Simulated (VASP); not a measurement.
# H4NF (I422) in VASP: relaxation of cell and atoms with PBEsol

Aim: the relaxation of cell and atoms of H4NF with PBEsol.

All numbers are computed with VASP 6.6.1; they aren't measurements. Logs are shortened: lines on timing, memory, paths and dates and some standing lists are left out, and cuts for length are marked.

**1. The cell of the first run**

The structure is tetragonal, space group I422 (No. 97). Conventional cell: a = 5.223 Å, b = 5.223 Å, c = 4.402 Å, α = 90.00°, β = 90.00°, γ = 90.00°. H (site symmetry 2) has 2 N at 2.23 Å and 2 F at 2.23 Å and 11 H at 2.48 to 2.81 Å within 3.0 Å. N (site symmetry 422) has 2 F at 2.20 Å and 8 H at 2.23 Å within 2.9 Å. Within 2.9 Å of F (site symmetry 422) lie 2 N at 2.20 Å and 8 H at 2.23 Å.

**2. Relaxation of cell and atoms, PBEsol**

File INCAR:

```
SYSTEM = H4NF
PREC = Accurate ; ENCUT = 600
EDIFF = 1E-6 ; ISMEAR = -1
SIGMA = 0.03 ; LREAL = .False.
LASPH = .True. ; NELM = 60
ALGO = Normal ; ISIF = 3
LWAVE = .False. ; LCHARG = .False.
GGA = PS ; IBRION = 2
NSW = 100 ; EDIFFG = -0.01
```

File KPOINTS:

```
regular mesh
0
Gamma
  6 6 6
  0 0 0
```

File POSCAR:

```
H4NF
1.0
   -2.6113575200      2.6113575200      2.2008984000
    2.6113575200     -2.6113575200      2.2008984000
    2.6113575200      2.6113575200     -2.2008984000
H N F
4 1 1
Direct
    0.9175471800      0.4175471800      0.8350943600
    0.5824528200      0.0824528200      0.1649056400
    0.0824528200      0.9175471800      0.5000000000
    0.4175471800      0.5824528200      0.5000000000
    0.0000000000      0.0000000000      0.0000000000
    0.5000000000      0.5000000000      0.0000000000
```

Potentials or basis: VASP PAW PBE potentials, release 64 (H, N, F).

Launch:

```sh
cat potpaw_PBE.64/H/POTCAR potpaw_PBE.64/N/POTCAR potpaw_PBE.64/F/POTCAR > POTCAR
mpirun -np 1 vasp_std > vasp.out
```

OUTCAR:

```text
SYSTEM = H4NF
   PREC = Accurate
   ENCUT = 600
   EDIFF = 1E-6
   ISMEAR = -1
   LREAL = .False.
   LASPH = .True.
   NELM = 60
   ISIF = 3
   GGA = PS
   IBRION = 2
   NSW = 100
   EDIFFG = -0.01

 ion  position               nearest neighbor table
   1  0.918  0.418  0.835-
   2  0.582  0.082  0.165-
   3  0.082  0.918  0.500-
   4  0.418  0.582  0.500-
   5  0.000  0.000  0.000-
   6  0.500  0.500  0.000-

  LATTYP: Found a body centered tetragonal cell.
 ALAT       =     5.2227150400
 C/A-ratio  =     0.8428177234

  Lattice vectors:

 A1 = (  -2.6113575200,   2.6113575200,   2.2008984000)
 A2 = (   2.6113575200,  -2.6113575200,   2.2008984000)
 A3 = (   2.6113575200,   2.6113575200,  -2.2008984000)

Analysis of symmetry for initial positions (statically):
=====================================================================
 Subroutine PRICEL returns:
 Original cell was already a primitive cell.

 Routine SETGRP: Setting up the symmetry group for a
 body centered tetragonal supercell.

 Subroutine GETGRP returns: Found  8 space group operations
 (whereof  8 operations were pure point group operations)
 out of a pool of 16 trial point group operations.

The static configuration has the point symmetry D_4 .

Analysis of symmetry for dynamics (positions and initial velocities):
=====================================================================
 Subroutine PRICEL returns:
 Original cell was already a primitive cell.

 Routine SETGRP: Setting up the symmetry group for a
 body centered tetragonal supercell.

 Subroutine GETGRP returns: Found  8 space group operations
 (whereof  8 operations were pure point group operations)
 out of a pool of 16 trial point group operations.

The dynamic configuration has the point symmetry D_4 .

 Subroutine INISYM returns: Found  8 space group operations
 (whereof  8 operations are pure point group operations),
 and found     1 'primitive' translations

----------------------------------------------------------------------------------------

                                     Primitive cell

  volume of cell :      60.0334

  direct lattice vectors                    reciprocal lattice vectors
    -2.611357520  2.611357520  2.200898400     0.000000000  0.191471293  0.227179955
     2.611357520 -2.611357520  2.200898400     0.191471293  0.000000000  0.227179955
     2.611357520  2.611357520 -2.200898400     0.191471293  0.191471293  0.000000000

  length of vectors
     4.299108043  4.299108043  4.299108043     0.297106021  0.297106021  0.270781299

  position of ions in fractional coordinates (direct lattice)
     0.917547180  0.417547180  0.835094360
     0.582452820  0.082452820  0.164905640
     0.082452820  0.917547180  0.500000000
     0.417547180  0.582452820  0.500000000
     0.000000000  0.000000000  0.000000000
     0.500000000  0.500000000  0.000000000

  ion indices of the primitive-cell ions
   primitive index   ion index
                 1           1
                 2           2
                 3           3
                 4           4
                 5           5
                 6           6

----------------------------------------------------------------------------------------

 KPOINTS: regular mesh

Automatic generation of k-mesh.
 Grid dimensions read from file:
 generate k-points for:    6    6    6

 Generating k-lattice:

  Cartesian coordinates                     Fractional coordinates (reciprocal lattice)
     0.000000000  0.031911882  0.037863326     0.166666667  0.000000000  0.000000000
     0.031911882  0.000000000  0.037863326     0.000000000  0.166666667  0.000000000
     0.031911882  0.031911882  0.000000000     0.000000000  0.000000000  0.166666667

  Length of vectors
     0.049517670  0.049517670  0.045130216

  Shift w.r.t. Gamma in fractional coordinates (k-lattice)
     0.000000000  0.000000000  0.000000000

 Subroutine IBZKPT returns following result:
 ===========================================

 Found     30 irreducible k-points:

 Following reciprocal coordinates:
            Coordinates               Weight
  0.000000  0.000000  0.000000      1.000000
  0.166667  0.000000  0.000000      8.000000
  0.333333  0.000000 -0.000000      8.000000
  0.500000 -0.000000  0.000000      4.000000
  0.166667  0.166667  0.000000      8.000000
  0.333333  0.166667 -0.000000     16.000000
[... 16 lines left out ...]
 -0.333333 -0.333333  0.166667      8.000000
 -0.166667 -0.333333  0.166667      8.000000
 [... further k-points ...]
   k-points           NKPTS =     30   k-points in BZ     NKDIM =     30   number of bands    NBANDS=     12
   number of dos      NEDOS =    301   number of ions     NIONS =      6
   total plane-waves  NPLWV =  46656
   dimension x,y,z NGX =    36 NGY =   36 NGZ =   36
   dimension x,y,z NGXF=    72 NGYF=   72 NGZF=   72
   ions per type =               4   1   1
   NGX,Y,Z   is equivalent  to a cutoff of  13.92, 13.92, 13.92 a.u.
   NGXF,Y,Z  is equivalent  to a cutoff of  27.84, 27.84, 27.84 a.u.
 SYSTEM =  H4NF
   PREC   = accura    normal or accurate (medium, high low for compatibility)
   ISTART =      0    job   : 0-new  1-cont  2-samecut
   ICHARG =      2    charge: 1-file 2-atom 10-const
   ISPIN  =      1    spin polarized calculation?
   LNONCOLLINEAR =      F non collinear calculations
   LSORBIT =      F    spin-orbit coupling
   LASPH  =      T    aspherical Exc in radial PAW
   ENCUT  =  600.0 eV  44.10 Ry    6.64 a.u.   8.59  8.59  8.59*2*pi/ulx,y,z
   NELM   =     60;   NELMIN=  2; NELMDL= -5     # of ELM steps
   EDIFF  = 0.1E-05   stopping-criterion for ELM
   LREAL  =      F    real-space projection
   EDIFFG = -.1E-01   stopping-criterion for IOM
   NSW    =    100    number of steps for IOM
   IBRION =      2    ionic relax: 0-MD 1-quasi-New 2-CG
   NFREE  =      1    steps in history (QN), initial steepest desc. (CG)
   ISIF   =      3    stress and relaxation
   ISYM   =      2    0-nonsym 1-usesym 2-fastsym
   POTIM  = 0.5000    time-step for ionic-motion
   TEBEG  =    0.0;   TEEND  =   0.0 temperature during run
   PSTRESS=    0.0 pullay stress
   NELECT =      16.0000    total number of electrons
   NUPDOWN=      -1.0000    fix difference up-down
   EMIN   =  10.00;   EMAX   =-10.00  energy-range for DOS
   EFERMI =   0.00;   METHOD = LEGACY
   ISMEAR =    -1;   SIGMA  =   0.03  broadening in eV -4-tet -1-fermi 0-gaus
   EFERMI_NEDOS =   21; number of points for ismear=-14 and -15
   IALGO  =     38    algorithm
   IMIX   =      4    mixing-type and parameters
     AMIX     =   0.40;   BMIX     =  1.00
     AMIX_MAG =   1.60;   BMIX_MAG =  1.00
  volume/ion in A,a.u.               =      10.01        67.52
  Fermi-wavevector in a.u.,A,eV,Ry     =   1.053539  1.990900 15.101710  1.109944
  Thomas-Fermi vector in A             =   2.188665
   LORBIT       =      0    0 simple, 1 ext, 2 COOP (PROOUT), +10 PAW based schemes
   GGA     = PS    functional components
   LHFCALC =     F    Hartree Fock is set to
   AEXX    =    0.0000 exact exchange contribution
   IVDW    =     0    specifies the selected vdW correction
   LEPSILON=     F    determine dielectric tensor
   LRPA    =     F    only Hartree local field effects (RPA)
 conjugate gradient relaxation of ions
 non-spin polarized calculation
  energy-cutoff  :      600.00
  volume of cell :       60.03
 maximum number of plane-waves:      2029
 NGX is ok and might be reduce to    36
   NGX = 17   NGY = 17   NGZ = 17

--------------------------------------- Ionic step        1  -------------------------------------------

 number of electron      16.0000003 magnetization

 Free energy of the ion-electron system (eV)
  ---------------------------------------------------
  ext. energy  EPLUGINS =         0.00000000
  ---------------------------------------------------
  free energy    TOTEN  =       -12.56311635 eV

  energy without entropy =      -12.55042923  energy(sigma->0) =      -12.55677279

------------------------ aborting loop because EDIFF is reached ----------------------------------------

  FORCE on cell =-STRESS in cart. coord.  units (eV):
  Direction    XX          YY          ZZ          XY          YZ          ZX
  --------------------------------------------------------------------------------------
  -------------------------------------------------------------------------------------
  Total       -8.5532883     -8.5532883     -5.9120995      0.0000000      0.0000000      0.0000000
  in kB     -228.2711554   -228.2711554   -157.7828016      0.0000000      0.0000000      0.0000000
  external PRESSURE =    -204.7750375 kB  Pullay stress =       0.0000000 kB
[... 1197 lines left out ...]
 k-point    24 :      -0.1667   -0.3333    0.1667
  band No.  band energies     occupation
      1     -20.0368      2.00000
      2     -10.8773      2.00000
      3      -3.1256      2.00000
      4      -2.8273      2.00000
      5      -1.5784      2.00000
      6       0.4399      2.00000
      7       2.3612      2.00000
      8       2.9517      2.00000
      9       6.8477      0.00000
     10       8.6933      0.00000
     11      10.8783      0.00000
     12      12.1230      0.00000

 [... further k-points ...]

[... ionic steps 4 to 20 ...]

--------------------------------------- Ionic step       21  -------------------------------------------

 number of electron      15.9999999 magnetization

------------------------ aborting loop because EDIFF is reached ----------------------------------------

  FORCE on cell =-STRESS in cart. coord.  units (eV):
  Direction    XX          YY          ZZ          XY          YZ          ZX
  --------------------------------------------------------------------------------------
  -------------------------------------------------------------------------------------
  Total       -0.0205633     -0.0205633     -0.1074883      0.0000000      0.0000000      0.0000000
  in kB       -1.1702317     -1.1702317     -6.1170117      0.0000000      0.0000000      0.0000000
  external PRESSURE =      -2.8191584 kB  Pullay stress =       0.0000000 kB
[... 65 lines left out ...]
  energy  without entropy=      -18.8301621941  energy(sigma->0) =      -18.83102140

--------------------------------------- Ionic step       23  -------------------------------------------

 number of electron      15.9999999 magnetization

 Free energy of the ion-electron system (eV)
  ---------------------------------------------------
  ext. energy  EPLUGINS =         0.00000000
  ---------------------------------------------------
  free energy    TOTEN  =       -18.83188170 eV

  energy without entropy =      -18.83016221  energy(sigma->0) =      -18.83102195

 E-fermi :   2.6111     XC(G=0): -11.4823

 val. band max:        2.6065229882   @ k =  -0.3333   0.3333   0.0000
 cond. band min:       2.6744915361   @ k =   0.5000   0.5000   0.0000
 fundamental gap:      0.0679685478
 Fermi energy:         2.6111302128

 k-point     1 :       0.0000    0.0000    0.0000
  band No.  band energies     occupation
      1     -21.3313      2.00000
      2     -11.2742      2.00000
      3      -3.2799      2.00000
      4      -2.0871      2.00000
      5      -2.0871      2.00000
      6       2.2697      1.99998
      7       2.2697      1.99998
      8       3.1397      0.00000
      9       3.3657      0.00000
     10       3.5457      0.00000
     11       3.5457      0.00000
     12       7.4765      0.00000
[... 378 lines left out ...]
  FREE ENERGIE OF THE ION-ELECTRON SYSTEM (eV)
  ---------------------------------------------------
  free  energy   TOTEN  =       -18.8318817031 eV

  energy  without entropy=      -18.8301622063  energy(sigma->0) =      -18.83102195

 reached required accuracy - stopping structural energy minimisation
```

Run time: 9.7 min. Hardware: 1 thread of AMD EPYC 7R13 (Zen 3), shared host; peak memory 0.18 GiB.

Results:

```yaml
Free_energy: -18.8319 eV
Relaxed_volume: 4.69 Å³/atom
Relaxed_cell: a = 3.360 Å, b = 3.360 Å, c = 3.360 Å, α = 116.28°, β = 116.28°, γ = 96.57°
Space_group_after_relaxing_to_0.05_Å: I4/mmm (No. 139)
Energy_gained_by_relaxing: 1044.8 meV/atom
Ionic_steps: 23
Pressure_after_relaxing: 0.0 GPa
Largest_force_after_relaxing: 0.010 eV/Å
Band_gap_on_the_k_mesh: zero (band 8 reaches 3.14 eV, above the bottom of band 9 at 2.61 eV)
```

Forces on the atoms (eV/Å):
```
H    0.007  0.007  0.000
H   -0.007 -0.007  0.000
H    0.007 -0.007  0.000
H   -0.007  0.007  0.000
N    0.000  0.000  0.000
F    0.000  0.000  0.000
```

Step by step:
```
step  energy change (eV)  largest force (eV/Å)  pressure (GPa)  volume (Å³)
   1              0.0000                0.5107          -20.48        60.03
   2             -1.4486                0.4875          -20.21        49.59
   3             -2.8294                0.3405           41.41        25.55
   4             -3.1366                0.1958           -4.90        34.69
   5             -3.2559                0.0324            2.88        31.95
   6             -4.7153                0.4836            9.46        27.87
   7              2.5131                0.4768          245.03        15.56
   8             -5.2771                0.7818           20.25        25.22
   9             -5.2849                0.7936           31.79        23.66
  10             -5.3199                0.8066           27.51        24.16
  11             -5.7374                0.6685            3.12        26.89
  12             -5.7381                0.6891            4.72        26.67
  13             -5.9654                0.5824           -0.81        27.83
  14             -6.1255                0.3872           -7.04        29.55
  15             -6.1322                0.3422           -8.16        29.93
  16             -6.2356                0.1631           -1.08        28.51
  17             -6.2437                0.0968            1.79        28.01
  18             -6.2618                0.0029            0.43        27.91
  19             -6.2677                0.0296            0.70        27.94
  20             -6.2686                0.0190           -0.04        28.11
  21             -6.2686                0.0159           -0.28        28.15
  22             -6.2688                0.0094            0.00        28.12
  23             -6.2688                0.0099           -0.02        28.12
```

Final structure:
```
H N F
1.0
    -1.77326    1.77326    2.23564
     1.77326   -1.77326    2.23564
     1.77326    1.77326   -2.23564
H N F
4 1 1
Direct
  0.99926 0.49926 0.99852
  0.50074 0.00074 0.00148
  0.00074 0.99926 0.50000
  0.49926 0.50074 0.50000
  0.00000 0.00000 0.00000
  0.50000 0.50000 0.00000
```

Caveat: the volume moved by over 15 % at a fixed basis, so the end points are rough; the PAW data sets were made with another functional, which shifts forces and pressure a little.
